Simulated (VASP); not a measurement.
# PtS2 in VASP: further runs

The runs below take PtS2 through single point, with PBE+D3(BJ).

Program: VASP 6.6.1. These are calculated values, not measurements. Logs are shortened: lines on timing, memory, paths and dates and some standing lists are left out, and cuts for length are marked.

## (1) The cell of the first run

The cell holds a slab with vacuum, 6 atoms: a = 3.542 Å, b = 3.542 Å, c = 22.467 Å, α = 90.00°, β = 90.00°, γ = 120.00°.

## (2) Single point, PBE+D3(BJ)

Input file INCAR:

```
PREC     = Accurate       # precision mode
ENCUT    = 520            # plane-wave cutoff, eV
EDIFF    = 1E-7           # SCF threshold, eV
ISMEAR   = 0              # smearing method
SIGMA    = 0.05           # smearing width, eV
LREAL    = False          # projectors in reciprocal space
LASPH    = True           # aspherical terms in the spheres
NELM     = 60             # most SCF steps
ALGO     = Normal         # electronic algorithm
ISIF     = 2              # what is computed and relaxed
LWAVE    = False          # write WAVECAR
LCHARG   = False          # write CHGCAR
LDIPOL   = True         
IDIPOL   = 3            
DIPOL    = 0.5 0.5 0.383
GGA      = PE             # functional
IVDW     = 12             # dispersion correction
NBANDS   = 31             # bands
```

Input file KPOINTS:

```
regular mesh
0
Gamma
  9 9 1
```

Input file POSCAR:

```
PtS2
1.0
    3.5415269801      0.0000000000      0.0000000000
   -1.7707634901      3.0670523330      0.0000000000
    0.0000000000      0.0000000000     22.4670671688
S Pt
4 2
Direct
    0.6666666667      0.3333333333      0.2002931654
    0.3333333333      0.6666666667      0.3108342327
    0.3333333333      1.0000000000      0.4550453118
    0.6666666667      0.6666666667      0.5655863791
    0.0000000000      0.0000000000      0.2555636990
    1.0000000000      1.3333333333      0.5103158454
```

Potentials or basis: VASP PAW PBE potentials, release 64 (S, Pt).

Started as:

```bash
> cat potpaw_PBE.64/S/POTCAR potpaw_PBE.64/Pt/POTCAR > POTCAR
> mpirun -np 1 vasp_std > vasp.out
```

OUTCAR:

```text
PREC = Accurate
   ENCUT = 520
   EDIFF = 1E-7
   ISMEAR = 0
   LREAL = False
   LASPH = True
   NELM = 60
   ISIF = 2
   GGA = PE
   IVDW = 12
 IVDW          = 12

 ion  position               nearest neighbor table
   1  0.667  0.333  0.200-   5 2.39   5 2.39   5 2.39
   2  0.333  0.667  0.311-   5 2.39   5 2.39   5 2.39
   3  0.333  0.000  0.455-   6 2.39   6 2.39   6 2.39
   4  0.667  0.667  0.566-   6 2.39   6 2.39   6 2.39
   5  0.000  0.000  0.256-   1 2.39   1 2.39   1 2.39   2 2.39   2 2.39   2 2.39
   6  0.000  0.333  0.510-   3 2.39   3 2.39   3 2.39   4 2.39   4 2.39   4 2.39

  LATTYP: Found a hexagonal cell.
 ALAT       =     3.5415269801
 C/A-ratio  =     6.3438927036

  Lattice vectors:

 A1 = (   3.5415269801,   0.0000000000,   0.0000000000)
 A2 = (  -1.7707634901,   3.0670523330,   0.0000000000)
 A3 = (   0.0000000000,   0.0000000000,  22.4670671688)

Analysis of symmetry for initial positions (statically):
=====================================================================
 Subroutine PRICEL returns:
 Original cell was already a primitive cell.

 Routine SETGRP: Setting up the symmetry group for a
 hexagonal supercell.

 Subroutine GETGRP returns: Found  2 space group operations
 (whereof  1 operations were pure point group operations)
 out of a pool of 24 trial point group operations.

The static configuration has the point symmetry C_1 .
 The point group associated with its full space group is C_2 .

Analysis of symmetry for dynamics (positions and initial velocities):
=====================================================================
 Subroutine PRICEL returns:
 Original cell was already a primitive cell.

 Routine SETGRP: Setting up the symmetry group for a
 hexagonal supercell.

 Subroutine GETGRP returns: Found  2 space group operations
 (whereof  1 operations were pure point group operations)
 out of a pool of 24 trial point group operations.

The dynamic configuration has the point symmetry C_1 .
 The point group associated with its full space group is C_2 .

 Subroutine INISYM returns: Found  2 space group operations
 (whereof  1 operations are pure point group operations),
 and found     1 'primitive' translations

----------------------------------------------------------------------------------------

                                     Primitive cell

  volume of cell :     244.0384

  direct lattice vectors                    reciprocal lattice vectors
     3.541526980  0.000000000  0.000000000     0.282364078  0.163022976  0.000000000
    -1.770763490  3.067052333  0.000000000     0.000000000  0.326045953  0.000000000
     0.000000000  0.000000000 22.467067169     0.000000000  0.000000000  0.044509592

  length of vectors
     3.541526980  3.541526980 22.467067169     0.326045953  0.326045953  0.044509592

  position of ions in fractional coordinates (direct lattice)
     0.666666667  0.333333333  0.200293165
     0.333333333  0.666666667  0.310834233
     0.333333333  0.000000000  0.455045312
     0.666666667  0.666666667  0.565586379
     0.000000000  0.000000000  0.255563699
     0.000000000  0.333333333  0.510315845

  ion indices of the primitive-cell ions
   primitive index   ion index
                 1           1
                 2           2
                 3           3
                 4           4
                 5           5
                 6           6

----------------------------------------------------------------------------------------

 KPOINTS: regular mesh

Automatic generation of k-mesh.
 Grid dimensions read from file:
 generate k-points for:    9    9    1

 Generating k-lattice:

  Cartesian coordinates                     Fractional coordinates (reciprocal lattice)
     0.031373786  0.018113664  0.000000000     0.111111111  0.000000000  0.000000000
     0.000000000  0.036227328  0.000000000     0.000000000  0.111111111  0.000000000
     0.000000000  0.000000000  0.044509592     0.000000000  0.000000000  1.000000000

  Length of vectors
     0.036227328  0.036227328  0.044509592

  Shift w.r.t. Gamma in fractional coordinates (k-lattice)
     0.000000000  0.000000000  0.000000000

 Subroutine IBZKPT returns following result:
 ===========================================

 Found     25 irreducible k-points:

 Following reciprocal coordinates:
            Coordinates               Weight
  0.000000  0.000000  0.000000      1.000000
  0.111111  0.000000  0.000000      2.000000
  0.000000  0.111111  0.000000      4.000000
  0.222222  0.000000  0.000000      2.000000
  0.000000  0.222222  0.000000      4.000000
  0.333333  0.000000  0.000000      2.000000
[... 16 lines left out ...]
 -0.222222 -0.444444  0.000000      4.000000
  0.444444  0.333333  0.000000      4.000000
   k-points           NKPTS =     25   k-points in BZ     NKDIM =     25   number of bands    NBANDS=     31
   number of dos      NEDOS =    301   number of ions     NIONS =      6
   total plane-waves  NPLWV = 131712
   dimension x,y,z NGX =    28 NGY =   28 NGZ =  168
   dimension x,y,z NGXF=    56 NGYF=   56 NGZF=  336
   ions per type =               4   2
   NGX,Y,Z   is equivalent  to a cutoff of  13.14, 13.14, 12.43 a.u.
   NGXF,Y,Z  is equivalent  to a cutoff of  26.29, 26.29, 24.86 a.u.
 SYSTEM =  unknown system
   PREC   = accura    normal or accurate (medium, high low for compatibility)
   ISTART =      0    job   : 0-new  1-cont  2-samecut
   ICHARG =      2    charge: 1-file 2-atom 10-const
   ISPIN  =      1    spin polarized calculation?
   LNONCOLLINEAR =      F non collinear calculations
   LSORBIT =      F    spin-orbit coupling
   LASPH  =      T    aspherical Exc in radial PAW
   ENCUT  =  520.0 eV  38.22 Ry    6.18 a.u.   6.58  6.58 41.77*2*pi/ulx,y,z
   NELM   =     60;   NELMIN=  2; NELMDL= -5     # of ELM steps
   EDIFF  = 0.1E-06   stopping-criterion for ELM
   LREAL  =      F    real-space projection
   EDIFFG = 0.1E-05   stopping-criterion for IOM
   NSW    =      0    number of steps for IOM
   IBRION =     -1    ionic relax: 0-MD 1-quasi-New 2-CG
   NFREE  =      0    steps in history (QN), initial steepest desc. (CG)
   ISIF   =      2    stress and relaxation
   ISYM   =      2    0-nonsym 1-usesym 2-fastsym
   POTIM  = 0.5000    time-step for ionic-motion
   TEBEG  =    0.0;   TEEND  =   0.0 temperature during run
   PSTRESS=    0.0 pullay stress
   NELECT =      44.0000    total number of electrons
   NUPDOWN=      -1.0000    fix difference up-down
   EMIN   =  10.00;   EMAX   =-10.00  energy-range for DOS
   EFERMI =   0.00;   METHOD = LEGACY
   ISMEAR =     0;   SIGMA  =   0.05  broadening in eV -4-tet -1-fermi 0-gaus
   EFERMI_NEDOS =   21; number of points for ismear=-14 and -15
   IALGO  =     38    algorithm
   IMIX   =      4    mixing-type and parameters
     AMIX     =   0.40;   BMIX     =  1.00
     AMIX_MAG =   1.60;   BMIX_MAG =  1.00
  volume/ion in A,a.u.               =      40.67       274.48
  Fermi-wavevector in a.u.,A,eV,Ry     =   0.924854  1.747720 11.637801  0.855354
  Thomas-Fermi vector in A             =   2.050645
   LORBIT       =      0    0 simple, 1 ext, 2 COOP (PROOUT), +10 PAW based schemes
   GGA     = PE    functional components
   LHFCALC =     F    Hartree Fock is set to
   AEXX    =    0.0000 exact exchange contribution
   IVDW    =    12    specifies the selected vdW correction
   LEPSILON=     F    determine dielectric tensor
   LRPA    =     F    only Hartree local field effects (RPA)
 non-spin polarized calculation
 Gauss-broadening in eV      SIGMA  =   0.05
  energy-cutoff  :      520.00
  volume of cell :      244.04
 maximum number of plane-waves:      6671
   NGX = 13   NGY = 13   NGZ = 83

 number of electron      44.0000000 magnetization

 dipolmoment           0.000000      0.000000     -0.000001 electrons x Angstroem

 Free energy of the ion-electron system (eV)
  ---------------------------------------------------
  ext. energy  EPLUGINS =         0.00000000
  ---------------------------------------------------
  free energy    TOTEN  =       -30.86991185 eV

  energy without entropy =      -30.86991185  energy(sigma->0) =      -30.86991185

 E-fermi :  -0.2201     XC(G=0):  -5.4108

 val. band max:       -0.4891248695   @ k =   0.1111   0.1111   0.0000
 cond. band min:       0.8182378032   @ k =   0.2222   0.0000   0.0000
 fundamental gap:      1.3073626727
 Fermi energy:        -0.2200684302

 k-point     1 :       0.0000    0.0000    0.0000
  band No.  band energies     occupation
      1     -14.9246      2.00000
      2     -14.8588      2.00000
      3     -12.7686      2.00000
      4     -12.6187      2.00000
      5      -6.3910      2.00000
      6      -6.3881      2.00000
[... 23 lines left out ...]
     30       5.3656      0.00000
     31       5.6079      0.00000

 k-point     2 :       0.1111    0.0000    0.0000
  band No.  band energies     occupation
      1     -14.7708      2.00000
      2     -14.7042      2.00000
      3     -12.7948      2.00000
      4     -12.6554      2.00000
      5      -6.4166      2.00000
      6      -6.3613      2.00000
[... 23 lines left out ...]
     30       5.9610      0.00000
     31       5.9971      0.00000

 k-point     3 :       0.0000    0.1111    0.0000
  band No.  band energies     occupation
      1     -14.7705      2.00000
      2     -14.7045      2.00000
      3     -12.7937      2.00000
      4     -12.6565      2.00000
      5      -6.4166      2.00000
      6      -6.3632      2.00000
[... 703 lines left out ...]
     30       7.5557      0.00000
     31       7.8528      0.00000

 k-point    24 :       0.4444    0.3333    0.0000
  band No.  band energies     occupation
      1     -13.1379      2.00000
      2     -13.0763      2.00000
      3     -12.9694      2.00000
      4     -12.9233      2.00000
      5      -6.6608      2.00000
      6      -6.6265      2.00000
[... 23 lines left out ...]
     30       7.5720      0.00000
     31       7.9281      0.00000

 [... further k-points ...]

------------------------ aborting loop because EDIFF is reached ----------------------------------------

 vacuum level on the upper side and lower side of the slab       (xc-potential included)        -0.101        -0.102

 Edisp (eV)   -1.92619

 E8    (eV) :    -0.7979

  FORCE on cell =-STRESS in cart. coord.  units (eV):
  Direction    XX          YY          ZZ          XY          YZ          ZX
  --------------------------------------------------------------------------------------
  -------------------------------------------------------------------------------------
  Total      -0.47650    -0.39904    -0.59630    -0.06708     0.23541    -0.13591
  in kB      -3.12833    -2.61978    -3.91484    -0.44042     1.54552    -0.89230
  external pressure =       -3.22 kB  Pullay stress =        0.00 kB

 VOLUME and BASIS-vectors are now :
 -----------------------------------------------------------------------------
  energy-cutoff  :      520.00
  volume of cell :      244.04
      direct lattice vectors                 reciprocal lattice vectors
     3.541526980  0.000000000  0.000000000     0.282364078  0.163022976  0.000000000
    -1.770763490  3.067052333  0.000000000     0.000000000  0.326045953  0.000000000
     0.000000000  0.000000000 22.467067169     0.000000000  0.000000000  0.044509592

 POSITION                                       TOTAL-FORCE (eV/Angst)
 -----------------------------------------------------------------------------------
      1.77076      1.02235      4.50000         0.004253     -0.023649      0.035677
     -0.00000      2.04470      6.98353         0.031645     -0.069305     -0.056392
      1.18051      0.00000     10.22353        -0.044197      0.062057      0.056392
      1.18051      2.04470     12.70707        -0.018354      0.015508     -0.035677
      0.00000      0.00000      5.74177        -0.000604      0.031823      0.072215
     -0.59025      1.02235     11.46530         0.027258     -0.016435     -0.072215
 -----------------------------------------------------------------------------------
    total drift:                               -0.000108     -0.000068     -0.000039

  FREE ENERGIE OF THE ION-ELECTRON SYSTEM (eV)
  ---------------------------------------------------
  free  energy   TOTEN  =       -32.7961046509 eV

  energy  without entropy=      -32.7961046509  energy(sigma->0) =      -32.79610465

 vacuum level on the upper side and lower side of the slab         5.402         5.401
```

It took 2.9 min on 1 thread of Intel Xeon 6975P-C (Granite Rapids), shared host; peak memory 0.44 GiB.

What came out:

| Quantity | Value |
| --- | --- |
| Free energy | -32.7961 eV |
| Largest force | 0.095 eV/Å |
| Band gap on the k mesh | 1.31 eV, indirect (least direct gap 1.42 eV) |
| Dispersion energy per atom | -0.321 eV |

Forces on the atoms (eV/Å):
```
S    0.004 -0.024  0.036
S    0.032 -0.069 -0.056
S   -0.044  0.062  0.056
S   -0.018  0.016 -0.036
Pt  -0.001  0.032  0.072
Pt   0.027 -0.016 -0.072
```

Levels at points of the mesh, in eV from the valence-band top:
```tsv
k point	band 19	band 20	band 21	band 22	band 23	band 24	band 25	band 26
(0.00, 0.00, 0.00)	-0.62	-0.60	-0.58	-0.44	2.84	2.84	2.91	2.91
```

Caveat: spin-orbit coupling is left out, which moves the levels of the heavy elements.

## (3) Single point, PBE+D3(BJ)

Input file INCAR:

```
PREC = Accurate ; ENCUT = 520
EDIFF = 1E-6 ; ISMEAR = 0
SIGMA = 0.05 ; LREAL = F
LASPH = T ; NELM = 60
ALGO = Normal ; ISIF = 2
LWAVE = F ; LCHARG = T
LDIPOL = T ; IDIPOL = 3
DIPOL = 0.5 0.5 0.383 ; GGA = PE
IVDW = 12 ; LELF = T
LVHAR = T ; LVACPOTAV = T
NBANDS = 31
```

KPOINTS is that of step 2.

Input file POSCAR:

```
PtS2
1.0
    3.5415269801      0.0000000000      0.0000000000
   -1.7707634901      3.0670523330      0.0000000000
    0.0000000000      0.0000000000     22.4670671688
S Pt
4 2
Direct
    0.6666666667      0.3333333333      0.2002931654
    0.3333333333      0.6666666667      0.3108342327
    0.3333333333      0.8333333333      0.4550453118
    0.6666666667      0.5000000000      0.5655863791
    0.0000000000      0.0000000000      0.2555636990
    1.0000000000      1.1666666667      0.5103158454
```

Potentials or basis: VASP PAW PBE potentials, release 64 (S, Pt).

Started as:

```bash
> cat potpaw_PBE.64/S/POTCAR potpaw_PBE.64/Pt/POTCAR > POTCAR
> mpirun -np 1 vasp_std > vasp.out
```

Wall time 2.5 min (1 thread of Intel Xeon 6975P-C (Granite Rapids), shared host); peak memory 0.44 GiB.

The run converged. Its results:

```yaml
Free_energy: -32.7464 eV
Largest_force: 0.193 eV/Å
Band_gap_on_the_k_mesh: 1.22 eV, indirect (least direct gap 1.34 eV)
Dispersion_energy_per_atom: -0.321 eV
```

Forces on the atoms (eV/Å):
```
S    0.010 -0.024  0.033
S    0.042 -0.079 -0.171
S   -0.047  0.076  0.171
S   -0.016  0.021 -0.033
Pt  -0.011  0.032  0.038
Pt   0.022 -0.025 -0.038
```

Levels at points of the mesh, in eV from the valence-band top:
| k point | band 19 | band 20 | band 21 | band 22 | band 23 | band 24 | band 25 | band 26 |
| --- | --- | --- | --- | --- | --- | --- | --- | --- |
| (0.00, 0.00, 0.00) | -0.72 | -0.67 | -0.66 | -0.46 | 2.73 | 2.75 | 2.82 | 2.85 |

Caveat: spin-orbit coupling is left out, which moves the levels of the heavy elements.
